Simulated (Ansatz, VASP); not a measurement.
## LiFeN: VASP beside Ansatz

```
Li Fe N
1.0
     3.10060    0.00000    0.00000
    -1.55030    2.68520    0.00000
     0.00000    0.00000    4.14534
Li Fe N
1 1 1
Direct
  0.33333 0.66667 0.00000
  0.66667 0.33333 0.50000
  0.33333 0.66667 0.50000
```

Alike in both runs: task single point; functional PBE; k mesh 6 × 6 × 4; occupations gaussian, width 0.1 eV; collinear spin.

|  | VASP | Ansatz |
| --- | --- | --- |
| version | VASP 6.6.1 | Ansatz 0.2.0 |
| potentials or method | VASP PAW PBE potentials, release 64 (Li_sv, Fe_sv, N), cutoff 750 eV | scalar-relativistic, plane waves, PAW |
| valence electrons in the cell | 24 | 24 |

```tsv
	VASP	Ansatz	Ansatz less VASP
gap on the k mesh at the Fermi level (eV)	none	none	-
pressure (GPa)	-1.7	-1.3	+0.41
traceless stress, the component that is largest in VASP (GPa)	1.65	1.50	-0.151
net moment per atom (μB)	0.00	0.00	-0.001
```

A gap of «none» marks a metal or a gap that the smearing closes. Ansatz's warnings: seeded moment not kept.

The k mesh is coarse, so the values compare programs but aren't converged.
